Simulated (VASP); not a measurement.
# MgO (I4/mmm) in VASP: notebook

MgO is run at these levels: PBE, r2SCAN; tasks: single point.

All numbers are computed with VASP 6.6.1; they aren't measurements. Logs are shortened: lines on timing, memory, paths and dates and some standing lists are left out, and cuts for length are marked.

## (1) The cell of the first run

It takes space group I4/mmm (No. 139, tetragonal). The conventional cell has a = 2.973 Å, b = 2.973 Å, c = 4.288 Å, α = 90.00°, β = 90.00°, γ = 90.00°. Mg (site symmetry 4/mmm) has 6 O at 2.10 to 2.14 Å within 2.8 Å. O (site symmetry 4/mmm) has 6 Mg at 2.10 to 2.14 Å within 2.8 Å.

## (2) Single point, PBE (uniaxial z strain +2.0%)

INCAR reads:

```
SYSTEM = MgO
ALGO = Normal ; EDIFF = 1E-6
ENCUT = 520 ; GGA = PE
ISIF = 2 ; ISMEAR = -1
LASPH = .TRUE. ; LCHARG = .FALSE.
LREAL = .FALSE. ; LWAVE = .FALSE.
NBANDS = 11 ; NELM = 80
PREC = Accurate ; SIGMA = 0.02
```

KPOINTS reads:

```
k-points
0
G
  10 10 10
  0 0 0
```

POSCAR reads:

```
MgO
1.0
    0.0000000000      2.1021674155      2.1442107638
    2.1021674155      0.0000000000      2.1442107638
    2.1021674155      2.1021674155      0.0000000000
Mg O
1 1
Direct
    0.0000000000      0.0000000000      0.0000000000
    0.5000000000      0.5000000000      0.5000000000
```

Potentials or basis: VASP PAW PBE potentials, release 64 (Mg, O).

On the command line:

```
$ cat potpaw_PBE.64/Mg/POTCAR potpaw_PBE.64/O/POTCAR > POTCAR
$ mpirun -np 1 vasp_std > vasp.out
```

OUTCAR:

```text
SYSTEM = MgO
   EDIFF = 1E-6
   ENCUT = 520
   GGA = PE
   ISIF = 2
   ISMEAR = -1
   LASPH = .TRUE.
   LREAL = .FALSE.
   NELM = 80
   PREC = Accurate

 ion  position               nearest neighbor table
   1  0.000  0.000  0.000-   2 2.10   2 2.10   2 2.10   2 2.10   2 2.14   2 2.14
   2  0.500  0.500  0.500-   1 2.10   1 2.10   1 2.10   1 2.10   1 2.14   1 2.14

  LATTYP: Found a body centered tetragonal cell.
 ALAT       =     2.9729136694
 C/A-ratio  =     1.4424978336

  Lattice vectors:

 A1 = (  -2.1021674155,   0.0000000000,   2.1442107638)
 A2 = (   2.1021674155,   0.0000000000,   2.1442107638)
 A3 = (   0.0000000000,   2.1021674155,  -2.1442107638)

Analysis of symmetry for initial positions (statically):
=====================================================================
 Subroutine PRICEL returns:
 Original cell was already a primitive cell.

 Routine SETGRP: Setting up the symmetry group for a
 body centered tetragonal supercell.

 Subroutine GETGRP returns: Found 16 space group operations
 (whereof 16 operations were pure point group operations)
 out of a pool of 16 trial point group operations.

The static configuration has the point symmetry D_4h.

Analysis of symmetry for dynamics (positions and initial velocities):
=====================================================================
 Subroutine PRICEL returns:
 Original cell was already a primitive cell.

 Routine SETGRP: Setting up the symmetry group for a
 body centered tetragonal supercell.

 Subroutine GETGRP returns: Found 16 space group operations
 (whereof 16 operations were pure point group operations)
 out of a pool of 16 trial point group operations.

The dynamic configuration has the point symmetry D_4h.

 Subroutine INISYM returns: Found 16 space group operations
 (whereof 16 operations are pure point group operations),
 and found     1 'primitive' translations

----------------------------------------------------------------------------------------

                                     Primitive cell

  volume of cell :      18.9510

  direct lattice vectors                    reciprocal lattice vectors
     0.000000000  2.102167415  2.144210764    -0.237849753  0.237849753  0.233186032
     2.102167415  0.000000000  2.144210764     0.237849753 -0.237849753  0.233186032
     2.102167415  2.102167415  0.000000000     0.237849753  0.237849753 -0.233186032

  length of vectors
     3.002789976  3.002789976  2.972913669     0.409292970  0.409292970  0.409292970

  position of ions in fractional coordinates (direct lattice)
     0.000000000  0.000000000  0.000000000
     0.500000000  0.500000000  0.500000000

  ion indices of the primitive-cell ions
   primitive index   ion index
                 1           1
                 2           2

----------------------------------------------------------------------------------------

 KPOINTS: k-points

Automatic generation of k-mesh.
 Grid dimensions read from file:
 generate k-points for:   10   10   10

 Generating k-lattice:

  Cartesian coordinates                     Fractional coordinates (reciprocal lattice)
    -0.023784975  0.023784975  0.023318603     0.100000000  0.000000000  0.000000000
     0.023784975 -0.023784975  0.023318603     0.000000000  0.100000000  0.000000000
     0.023784975  0.023784975 -0.023318603    -0.000000000 -0.000000000  0.100000000

  Length of vectors
     0.040929297  0.040929297  0.040929297

  Shift w.r.t. Gamma in fractional coordinates (k-lattice)
     0.000000000  0.000000000  0.000000000

 Subroutine IBZKPT returns following result:
 ===========================================

 Found    102 irreducible k-points:

 Following reciprocal coordinates:
            Coordinates               Weight
  0.000000  0.000000  0.000000      1.000000
  0.100000  0.000000  0.000000      8.000000
  0.200000  0.000000  0.000000      8.000000
  0.300000  0.000000  0.000000      8.000000
  0.400000 -0.000000  0.000000      8.000000
  0.500000  0.000000  0.000000      4.000000
[... 16 lines left out ...]
  0.300000  0.300000  0.000000      2.000000
  0.400000  0.300000  0.000000      8.000000
 [... further k-points ...]
   k-points           NKPTS =    102   k-points in BZ     NKDIM =    102   number of bands    NBANDS=     11
   number of dos      NEDOS =    301   number of ions     NIONS =      2
   total plane-waves  NPLWV =  13824
   dimension x,y,z NGX =    24 NGY =   24 NGZ =   24
   dimension x,y,z NGXF=    48 NGYF=   48 NGZF=   48
   ions per type =               1   1
   NGX,Y,Z   is equivalent  to a cutoff of  13.29, 13.29, 13.42 a.u.
   NGXF,Y,Z  is equivalent  to a cutoff of  26.57, 26.57, 26.84 a.u.
 SYSTEM =  MgO
   PREC   = accura    normal or accurate (medium, high low for compatibility)
   ISTART =      0    job   : 0-new  1-cont  2-samecut
   ICHARG =      2    charge: 1-file 2-atom 10-const
   ISPIN  =      1    spin polarized calculation?
   LNONCOLLINEAR =      F non collinear calculations
   LSORBIT =      F    spin-orbit coupling
   LASPH  =      T    aspherical Exc in radial PAW
   ENCUT  =  520.0 eV  38.22 Ry    6.18 a.u.   5.58  5.58  5.53*2*pi/ulx,y,z
   NELM   =     80;   NELMIN=  2; NELMDL= -5     # of ELM steps
   EDIFF  = 0.1E-05   stopping-criterion for ELM
   LREAL  =      F    real-space projection
   EDIFFG = 0.1E-04   stopping-criterion for IOM
   NSW    =      0    number of steps for IOM
   IBRION =     -1    ionic relax: 0-MD 1-quasi-New 2-CG
   NFREE  =      0    steps in history (QN), initial steepest desc. (CG)
   ISIF   =      2    stress and relaxation
   ISYM   =      2    0-nonsym 1-usesym 2-fastsym
   POTIM  = 0.5000    time-step for ionic-motion
   TEBEG  =    0.0;   TEEND  =   0.0 temperature during run
   PSTRESS=    0.0 pullay stress
   NELECT =       8.0000    total number of electrons
   NUPDOWN=      -1.0000    fix difference up-down
   EMIN   =  10.00;   EMAX   =-10.00  energy-range for DOS
   EFERMI =   0.00;   METHOD = LEGACY
   ISMEAR =    -1;   SIGMA  =   0.02  broadening in eV -4-tet -1-fermi 0-gaus
   EFERMI_NEDOS =   21; number of points for ismear=-14 and -15
   IALGO  =     38    algorithm
   IMIX   =      4    mixing-type and parameters
     AMIX     =   0.40;   BMIX     =  1.00
     AMIX_MAG =   1.60;   BMIX_MAG =  1.00
  volume/ion in A,a.u.               =       9.48        63.94
  Fermi-wavevector in a.u.,A,eV,Ry     =   1.228082  2.320739 20.520118  1.508186
  Thomas-Fermi vector in A             =   2.363021
   LORBIT       =      0    0 simple, 1 ext, 2 COOP (PROOUT), +10 PAW based schemes
   GGA     = PE    functional components
   LHFCALC =     F    Hartree Fock is set to
   AEXX    =    0.0000 exact exchange contribution
   IVDW    =     0    specifies the selected vdW correction
   LEPSILON=     F    determine dielectric tensor
   LRPA    =     F    only Hartree local field effects (RPA)
 non-spin polarized calculation
  energy-cutoff  :      520.00
  volume of cell :       18.95
 maximum number of plane-waves:       532
 NGX is ok and might be reduce to    24
   NGX = 11   NGY = 11   NGZ = 11

 number of electron       8.0000004 magnetization

 Free energy of the ion-electron system (eV)
  ---------------------------------------------------
  ext. energy  EPLUGINS =         0.00000000
  ---------------------------------------------------
  free energy    TOTEN  =       -11.90759354 eV

  energy without entropy =      -11.90759354  energy(sigma->0) =      -11.90759354

 E-fermi :   3.5500     XC(G=0): -11.0105

 val. band max:        3.1075926571   @ k =   0.0000   0.0000   0.0000
 cond. band min:       7.6661065808   @ k =   0.0000   0.0000   0.0000
 fundamental gap:      4.5585139237
 Fermi energy:         3.5500436099

 k-point     1 :       0.0000    0.0000    0.0000
  band No.  band energies     occupation
      1     -14.1114      2.00000
      2       3.0656      2.00000
      3       3.0656      2.00000
      4       3.1076      2.00000
      5       7.6661      0.00000
      6      18.6652      0.00000
      7      18.8725      0.00000
      8      18.8725      0.00000
      9      22.6834      0.00000
     10      24.1234      0.00000
     11      24.7584      0.00000

 k-point     2 :       0.1000    0.0000    0.0000
  band No.  band energies     occupation
      1     -14.0083      2.00000
      2       2.4297      2.00000
      3       3.0035      2.00000
      4       3.0246      2.00000
      5       8.2965      0.00000
      6      17.5551      0.00000
      7      18.9627      0.00000
      8      19.1125      0.00000
      9      23.4085      0.00000
     10      23.9676      0.00000
     11      24.3148      0.00000

 k-point     3 :       0.2000    0.0000    0.0000
  band No.  band energies     occupation
      1     -13.7249      2.00000
      2       1.1237      2.00000
      3       2.8459      2.00000
      4       2.8476      2.00000
      5       9.4943      0.00000
      6      16.0384      0.00000
      7      19.3865      0.00000
      8      19.6151      0.00000
      9      22.7903      0.00000
     10      23.1979      0.00000
     11      25.1242      0.00000

 k-point     4 :       0.3000    0.0000    0.0000
  band No.  band energies     occupation
      1     -13.3433      2.00000
      2      -0.1767      2.00000
      3       2.6403      2.00000
      4       2.6600      2.00000
      5      10.4449      0.00000
      6      15.3217      0.00000
      7      19.4090      0.00000
      8      19.7759      0.00000
      9      23.3278      0.00000
     10      23.5508      0.00000
     11      24.5160      0.00000
[... 239 lines left out ...]
 k-point    22 :      -0.2000    0.2000    0.0000
  band No.  band energies     occupation
      1     -13.2197      2.00000
      2      -0.0349      2.00000
      3       1.7842      2.00000
      4       2.6577      2.00000
      5      11.3852      0.00000
      6      14.8061      0.00000
      7      18.0539      0.00000
      8      20.8991      0.00000
      9      21.5606      0.00000
     10      24.2782      0.00000
     11      27.3676      0.00000

 k-point    23 :       0.3000    0.3000    0.0000
  band No.  band energies     occupation
      1     -13.1741      2.00000
      2      -0.0365      2.00000
      3       2.1933      2.00000
      4       2.1933      2.00000
      5      11.7792      0.00000
      6      13.5819      0.00000
      7      17.1398      0.00000
      8      20.9777      0.00000
      9      20.9777      0.00000
     10      27.2799      0.00000
     11      29.9009      0.00000

 k-point    24 :       0.4000    0.3000    0.0000
  band No.  band energies     occupation
      1     -12.9354      2.00000
      2      -0.4584      2.00000
      3       1.8254      2.00000
      4       2.0554      2.00000
      5      12.5256      0.00000
      6      13.3198      0.00000
      7      16.3531      0.00000
      8      21.2242      0.00000
      9      21.3936      0.00000
     10      27.9533      0.00000
     11      29.5766      0.00000

 [... further k-points ...]
[... 5 lines left out ...]
  --------------------------------------------------------------------------------------
  -------------------------------------------------------------------------------------
  Total        0.3520884      0.3520884     -0.0905722      0.0000000     -0.0000000     -0.0000000
  in kB       29.7666717     29.7666717     -7.6572638      0.0000000     -0.0000000     -0.0000000
  external PRESSURE =      17.2920265 kB  Pullay stress =       0.0000000 kB

 VOLUME and BASIS-vectors are now :
 -----------------------------------------------------------------------------
  energy-cutoff  :      520.00
  volume of cell :       18.95
      direct lattice vectors                 reciprocal lattice vectors
     0.000000000  2.102167415  2.144210764    -0.237849753  0.237849753  0.233186032
     2.102167415  0.000000000  2.144210764     0.237849753 -0.237849753  0.233186032
     2.102167415  2.102167415  0.000000000     0.237849753  0.237849753 -0.233186032

 POSITION                                       TOTAL-FORCE (eV/Angst)
 -----------------------------------------------------------------------------------
      0.00000      0.00000      0.00000         0.000000     -0.000000      0.000000
      2.10217      2.10217      2.14421        -0.000000      0.000000      0.000000
 -----------------------------------------------------------------------------------
    total drift:                               -0.000000     -0.000000      0.000000

  FREE ENERGIE OF THE ION-ELECTRON SYSTEM (eV)
  ---------------------------------------------------
  free  energy   TOTEN  =       -11.9075935429 eV

  energy  without entropy=      -11.9075935429  energy(sigma->0) =      -11.90759354
```

Wall time 9.8 s (1 thread of Intel Xeon Platinum 8559C (Emerald Rapids), shared host); peak memory 0.15 GiB.

Results:

```yaml
Free_energy: -11.9076 eV
Pressure: 1.7 GPa
Band_gap_on_the_k_mesh: 4.56 eV
```

Levels at points of the mesh, in eV from the valence-band top:
```csv
k point,band 2,band 3,band 4,band 5,band 6,band 7
"(0.00, 0.00, 0.00)",-0.04,-0.04,0.00,4.56,15.56,15.76
"(0.50, 0.00, 0.00)",-4.58,-0.69,-0.65,7.78,12.41,15.93
"(0.50, 0.50, 0.00)",-4.10,-1.30,-1.30,9.21,9.81,12.75
"(0.50, 0.00, 0.50)",-4.03,-1.45,-1.32,9.01,9.78,13.01
```

Caveat: the cell differs from its parent crystal (uniaxial z strain +2.0%).

(Continued in part 2 of 2.)
